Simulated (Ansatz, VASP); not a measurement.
CdF2: VASP beside Ansatz

```
Cd F
1.0
     0.00000    2.69400    2.69400
     2.69400    0.00000    2.69400
     2.69400    2.69400    0.00000
Cd F
1 2
Cartesian
  0.0000 0.0000 0.0000
  1.3470 1.3470 1.3470
  4.0410 4.0410 4.0410
```

Alike in both runs: task single point; functional LDA; k mesh 9 × 9 × 9; occupations fermi-dirac, width 0.03 eV; no spin polarisation.

|  | VASP | Ansatz |
| --- | --- | --- |
| version | VASP 6.6.1 | Ansatz 0.2.0 |
| potentials or method | VASP PAW LDA potentials, release 64 (Cd, F), cutoff 520 eV | all-electron LAPW, scalar-relativistic |

|  | VASP | Ansatz | Ansatz less VASP |
| --- | --- | --- | --- |
| gap on the k mesh at the Fermi level (eV) | 2.83 | 2.82 | -0.001 |
| pressure (GPa) | -4.7 | -5.7 | -0.94 |

LDA's correlation is that of Perdew and Zunger in VASP and of Perdew and Wang (1992) in Ansatz. Ansatz ran all-electron here, and VASP with PAW potentials.
